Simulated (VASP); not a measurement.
# CrPb (Pm-3m) in VASP: further runs

The runs below take CrPb through single point, with PBEsol.

Everything below comes from runs of VASP 6.6.1. Logs are shortened: lines on timing, memory, paths and dates and some standing lists are left out, and cuts for length are marked.

### Step 1. The cell of the first run

It takes space group Pm-3m (No. 221, cubic). Conventional cell: a = 3.486 Å, b = 3.486 Å, c = 3.486 Å, α = 90.00°, β = 90.00°, γ = 90.00°. Within 4.0 Å of Cr (site symmetry m-3m) lie 8 Pb at 3.02 Å and 6 Cr at 3.49 Å. Within 4.0 Å of Pb (site symmetry m-3m) lie 8 Cr at 3.02 Å and 6 Pb at 3.49 Å.

### Step 2. Single point, PBEsol, collinear spin, ferromagnetic start

The input, INCAR:

```
PREC = Accurate
ENCUT = 520
EDIFF = 1E-6
ISMEAR = 0
SIGMA = 0.1
LREAL = F
LASPH = T
NELM = 150
ALGO = Fast
ISIF = 2
LWAVE = F
LCHARG = F
ISPIN = 2
MAGMOM = 3.81 -0.11
LORBIT = 11
NUPDOWN = 3.5
LMAXMIX = 4
GGA = PS
NBANDS = 24
```

The input, KPOINTS:

```
regular mesh
0
Gamma
  12 12 12
```

The input, POSCAR:

```
CrPb
1.0
    3.4858517531      0.0000000000      0.0000000000
    0.0000000000      3.4858517531      0.0000000000
    0.0000000000      0.0000000000      3.4858517531
Cr Pb
1 1
Direct
    0.0000000000      0.0000000000      0.0000000000
    0.5000000000      0.5000000000      0.5000000000
```

Potentials or basis: VASP PAW PBE potentials, release 64 (Cr_pv, Pb_d).

Started as:

```bash
cat potpaw_PBE.64/Cr_pv/POTCAR potpaw_PBE.64/Pb_d/POTCAR > POTCAR
mpirun -np 1 vasp_std > vasp.out
```

OUTCAR:

```text
PREC = Accurate
   ENCUT = 520
   EDIFF = 1E-6
   ISMEAR = 0
   LREAL = F
   LASPH = T
   NELM = 150
   ISIF = 2
   ISPIN = 2
   LORBIT = 11
   NUPDOWN = 3.5
   GGA = PS

 ion  position               nearest neighbor table
   1  0.000  0.000  0.000-   2 3.02   2 3.02   2 3.02   2 3.02   2 3.02   2 3.02   2 3.02   2 3.02

   2  0.500  0.500  0.500-   1 3.02   1 3.02   1 3.02   1 3.02   1 3.02   1 3.02   1 3.02   1 3.02

  LATTYP: Found a simple cubic cell.
 ALAT       =     3.4858517531

  Lattice vectors:

 A1 = (   3.4858517531,   0.0000000000,   0.0000000000)
 A2 = (   0.0000000000,   3.4858517531,   0.0000000000)
 A3 = (   0.0000000000,   0.0000000000,   3.4858517531)

Analysis of symmetry for initial positions (statically):
=====================================================================
 Subroutine PRICEL returns:
 Original cell was already a primitive cell.

 Routine SETGRP: Setting up the symmetry group for a
 simple cubic supercell.

 Subroutine GETGRP returns: Found 48 space group operations
 (whereof 48 operations were pure point group operations)
 out of a pool of 48 trial point group operations.

The static configuration has the point symmetry O_h .

Analysis of symmetry for dynamics (positions and initial velocities):
=====================================================================
 Subroutine PRICEL returns:
 Original cell was already a primitive cell.

 Routine SETGRP: Setting up the symmetry group for a
 simple cubic supercell.

 Subroutine GETGRP returns: Found 48 space group operations
 (whereof 48 operations were pure point group operations)
 out of a pool of 48 trial point group operations.

The dynamic configuration has the point symmetry O_h .

Analysis of structural, dynamic, and magnetic symmetry:
=====================================================================
 Subroutine PRICEL returns:
 Original cell was already a primitive cell.

 Routine SETGRP: Setting up the symmetry group for a
 simple cubic supercell.

 Subroutine GETGRP returns: Found 48 space group operations
 (whereof 48 operations were pure point group operations)
 out of a pool of 48 trial point group operations.

The overall configuration has the point symmetry O_h .

 Subroutine INISYM returns: Found 48 space group operations
 (whereof 48 operations are pure point group operations),
 and found     1 'primitive' translations

[... 115 lines left out ...]
  volume/ion in A,a.u.               =      21.18       142.92
  Fermi-wavevector in a.u.,A,eV,Ry     =   1.391309  2.629193 26.337364  1.935742
  Thomas-Fermi vector in A             =   2.515161
   LORBIT       =     11    0 simple, 1 ext, 2 COOP (PROOUT), +10 PAW based schemes
   GGA     = PS    functional components
   LHFCALC =     F    Hartree Fock is set to
   AEXX    =    0.0000 exact exchange contribution
   IVDW    =     0    specifies the selected vdW correction
   LEPSILON=     F    determine dielectric tensor
   LRPA    =     F    only Hartree local field effects (RPA)
 spin polarized calculation
 RMM-DIIS sequential band-by-band and
 Gauss-broadening in eV      SIGMA  =   0.10
  energy-cutoff  :      520.00
  volume of cell :       42.36
 maximum number of plane-waves:      1189
 NGX is ok and might be reduce to    28

 number of electron      26.0000006 magnetization       3.5000477

 Free energy of the ion-electron system (eV)
  ---------------------------------------------------
  ext. energy  EPLUGINS =         0.00000000
  ---------------------------------------------------
  free energy    TOTEN  =       -12.66020311 eV

  energy without entropy =      -12.64971837  energy(sigma->0) =      -12.65496074

 E-fermi :   8.5711     XC(G=0): -11.3396

 val. band max:        8.5705251522   @ k =   0.5000   0.0833   0.0833
 cond. band min:       8.0411527941   @ k =   0.5000   0.4167   0.2500
 fundamental gap:     -0.5293723581
 Fermi energy:         8.0306804019

 spin component 1

 k-point     1 :       0.0000    0.0000    0.0000
  band No.  band energies     occupation
      1     -35.6436      1.00000
      2     -35.6436      1.00000
      3     -35.6436      1.00000
      4      -8.6093      1.00000
      5      -8.6093      1.00000
      6      -8.3384      1.00000
[... 637 lines left out ...]
     23      21.3075      0.00000
     24      22.0509      0.00000

 [... further k-points ...]

 spin component 2

 k-point     1 :       0.0000    0.0000    0.0000
  band No.  band energies     occupation
      1     -32.2915      1.00000
      2     -32.2915      1.00000
      3     -32.2915      1.00000
      4      -8.6563      1.00000
      5      -8.6563      1.00000
      6      -8.3611      1.00000
[... 637 lines left out ...]
     23      21.5379      0.00000
     24      22.6808      0.00000

 [... further k-points ...]

------------------------ aborting loop because EDIFF is reached ----------------------------------------

  FORCE on cell =-STRESS in cart. coord.  units (eV):
  Direction    XX          YY          ZZ          XY          YZ          ZX
  --------------------------------------------------------------------------------------
  -------------------------------------------------------------------------------------
  Total       -0.7385076     -0.7385076     -0.7385076     -0.0000000     -0.0000000      0.0000000
  in kB      -27.9343672    -27.9343672    -27.9343672     -0.0000000     -0.0000000      0.0000000
  external PRESSURE =     -27.9343672 kB  Pullay stress =       0.0000000 kB

 VOLUME and BASIS-vectors are now :
 -----------------------------------------------------------------------------
  energy-cutoff  :      520.00
  volume of cell :       42.36
      direct lattice vectors                 reciprocal lattice vectors
     3.485851753  0.000000000  0.000000000     0.286873932  0.000000000  0.000000000
     0.000000000  3.485851753  0.000000000     0.000000000  0.286873932  0.000000000
     0.000000000  0.000000000  3.485851753     0.000000000  0.000000000  0.286873932

 POSITION                                       TOTAL-FORCE (eV/Angst)
 -----------------------------------------------------------------------------------
      0.00000      0.00000      0.00000         0.000000      0.000000      0.000000
      1.74293      1.74293      1.74293         0.000000      0.000000      0.000000
 -----------------------------------------------------------------------------------
    total drift:                                0.000000      0.000000      0.000000

  FREE ENERGIE OF THE ION-ELECTRON SYSTEM (eV)
  ---------------------------------------------------
  free  energy   TOTEN  =       -12.6602031060 eV

  energy  without entropy=      -12.6497183732  energy(sigma->0) =      -12.65496074

 total charge

# of ion       s       p       d       tot
------------------------------------------
    1        0.232   6.132   4.158  10.522
    2        1.291   0.979   9.818  12.088
--------------------------------------------------
tot          1.522   7.111  13.976  22.610

 magnetization (x)

# of ion       s       p       d       tot
------------------------------------------
    1        0.028   0.013   3.347   3.389
    2       -0.021  -0.120   0.014  -0.127
--------------------------------------------------
tot          0.007  -0.107   3.362   3.262
```

stdout:

```text
POSCAR found type information on POSCAR CrPb
 POSCAR found :  2 types and       2 ions
 scaLAPACK will be used
 -----------------------------------------------------------------------------
|                                                                             |
|                                                                             |
|     You enforced a specific xc type in the INCAR file but a different       |
|     I HOPE YOU KNOW WHAT YOU ARE DOING!                                     |
|                                                                             |
 -----------------------------------------------------------------------------

 LDA part: xc-table for (Slater+PW92), standard interpolation
 POSCAR, INCAR and KPOINTS ok, starting setup
 FFT: planning ... GRIDC
 FFT: planning ... GRID_SOFT
 FFT: planning ... GRID
 WAVECAR not read
 entering main loop
WARNING in EDDRMM: call to ZHEGV failed, returncode =   8  4     24
```

Run time: 73 s. Hardware: 1 thread of AMD EPYC 9R45 (Zen 5), shared host; peak memory 0.23 GiB.

What came out:

- Free energy: -12.6602 eV
- Pressure: -2.8 GPa
- Net moment: 3.50 μB per cell
- Site moments: Cr +3.39; Pb -0.13 μB
- Valence electrons inside the program's atomic spheres: Cr 10.52; Pb 12.09

Caveat: the PAW data sets were made with another functional, which shifts forces and pressure a little; spin-orbit coupling is left out, which moves the levels of the heavy elements; the total moment is fixed, so each spin has its own Fermi level.

### Step 3. Single point, PBEsol, collinear spin, ferromagnetic start

The input, INCAR:

```
ALGO = Normal
EDIFF = 1E-7
ENCUT = 520
GGA = PS
ISIF = 2
ISMEAR = 0
ISPIN = 2
LASPH = True
LCHARG = False
LMAXMIX = 4
LORBIT = 11
LREAL = False
LWAVE = False
MAGMOM = 4.14 -0.03
NBANDS = 24
NELM = 150
NUPDOWN = 4.0
PREC = Accurate
SIGMA = 0.1
```

The input, KPOINTS:

```
k-points
0
Gamma
  12 12 12
```

POSCAR is that of step 2.

Potentials or basis: VASP PAW PBE potentials, release 64 (Cr_pv, Pb_d).

Started as:

```bash
cat potpaw_PBE.64/Cr_pv/POTCAR potpaw_PBE.64/Pb_d/POTCAR > POTCAR
mpirun -np 1 vasp_std > vasp.out
```

Run time: 60 s. Hardware: 1 thread of AMD EPYC 9R45 (Zen 5), shared host; peak memory 0.23 GiB.

Results (log left out):

```yaml
Free_energy: -12.7466 eV
Pressure: -0.1 GPa
Net_moment: 4.00 μB per cell
Site_moments: Cr +3.67; Pb -0.05 μB
Valence_electrons_inside_the_program's_atomic_spheres: Cr 10.54; Pb 12.10
```

Caveat: the PAW data sets were made with another functional, which shifts forces and pressure a little; spin-orbit coupling is left out, which moves the levels of the heavy elements; the total moment is fixed, so each spin has its own Fermi level.

### Step 4. Single point, PBEsol, collinear spin, antiferromagnetic start

This run uses another cell than the first one: it holds 4 atoms, not 2.

The input, INCAR:

```
SYSTEM = CrPb
PREC     = Accurate       ! precision mode
ENCUT    = 520            ! plane-wave cutoff, eV
EDIFF    = 1E-6           ! SCF threshold, eV
ISMEAR   = 0              ! smearing method
SIGMA    = 0.1            ! smearing width, eV
LREAL    = .FALSE.        ! projectors in reciprocal space
LASPH    = .TRUE.         ! aspherical terms in the spheres
NELM     = 150            ! most SCF steps
ALGO     = Fast           ! electronic algorithm
ISIF     = 2              ! what is computed and relaxed
LWAVE    = .FALSE.        ! write WAVECAR
LCHARG   = .FALSE.        ! write CHGCAR
ISPIN    = 2              ! spin polarisation
MAGMOM   = 3 -3 0 0       ! initial moments
LORBIT   = 11             ! projections on sites
LMAXMIX  = 4              ! l up to which the mixer works
GGA      = PS             ! functional
NBANDS   = 38             ! bands
```

The input, KPOINTS:

```
Automatic mesh
0
G
  12 12 6
  0 0 0
```

The input, POSCAR:

```
CrPb
1.0
    3.2359781146      0.0000000000      3.2359781146
    0.0000000000      3.2359781146      3.2359781146
    0.0000000000      0.0000000000      6.4719562291
Cr Pb
2 2
Direct
    0.0000000000      0.0000000000      0.0000000000
    0.0000000000      0.0000000000      0.5000000000
    0.5000000000      0.5000000000      0.7500000000
    0.5000000000      0.5000000000      0.2500000000
```

Started as:

```bash
cat potpaw_PBE.64/Cr_pv/POTCAR potpaw_PBE.64/Pb_d/POTCAR > POTCAR
mpirun -np 1 vasp_std > vasp.out
```

It took 3.3 min on 1 thread of AMD EPYC 9R45 (Zen 5), shared host; peak memory 0.35 GiB.

It converged, with:

```
Free energy                                           : -25.2503 eV
Pressure                                              : 19.2 GPa
Band gap on the k mesh                                : zero (filled and empty bands overlap)
Net moment                                            : 0.00 μB per cell
Site moments                                          : Cr +3.16, -3.16; Pb +0.00 μB
Valence electrons inside the program's atomic spheres : Cr 10.75; Pb 12.30
```

Levels at points of the mesh, in eV from the Fermi level:
Spin up:
```csv
k point,band 24,band 25,band 26,band 27,band 28,band 29
"(0.00, 0.00, 0.00)",0.11,0.11,0.11,1.35,1.35,2.25
"(0.50, 0.00, 0.00)",-2.09,-2.09,-0.66,0.55,0.55,1.10
"(0.00, 0.00, 0.50)",-1.85,-1.85,-1.33,0.47,0.62,0.62
```
Spin down:
```
           k point  band 22  band 23  band 24  band 25  band 26  band 27  band 28  band 29  band 30  band 31
(0.00, 0.00, 0.00)    -2.21    -2.21     0.11     0.11     0.11     1.35     1.35     2.25     2.25     2.25
(0.50, 0.00, 0.00)    -2.25    -2.15    -2.09    -2.09    -0.66     0.55     0.55     1.10     1.33     2.32
(0.00, 0.00, 0.50)    -2.38    -2.38    -1.85    -1.85    -1.33     0.47     0.62     0.62     1.84     1.84
```

Caveat: the cell stands under pressure; the PAW data sets were made with another functional, which shifts forces and pressure a little; spin-orbit coupling is left out, which moves the levels of the heavy elements.

### Step 5. The runs side by side

```csv
spin,fixed moment (μB),cell,k mesh,pressure (GPa),moment (μB)
"collinear, ferromagnetic start",3.5,"a = 3.486 Å, 2 atoms, atomic positions A",12 × 12 × 12,-2.8,3.50
"collinear, ferromagnetic start",4.0,"a = 3.486 Å, 2 atoms, atomic positions A",12 × 12 × 12,-0.1,4.00
"collinear, antiferromagnetic start",-,"a = 4.576, b = 4.576, c = 6.472 Å, angles 45.0, 45.0, 60.0°, 4 atoms, atomic positions B",12 × 12 × 6,19.2,0.00
```

Alike in all rows: task single point; level PBEsol; potentials or basis VASP PAW PBE potentials, release 64 (Cr_pv, Pb_d); cutoff (eV) 520; smearing gaussian 0.1 eV.

Caveats: the PAW data sets were made with another functional, which shifts forces and pressure a little; spin-orbit coupling is left out, which moves the levels of the heavy elements; the total moment is fixed, so each spin has its own Fermi level (at least some runs); the cell stands under pressure (at least some runs).

Absolute energies hang on the potentials; compare differences alone.
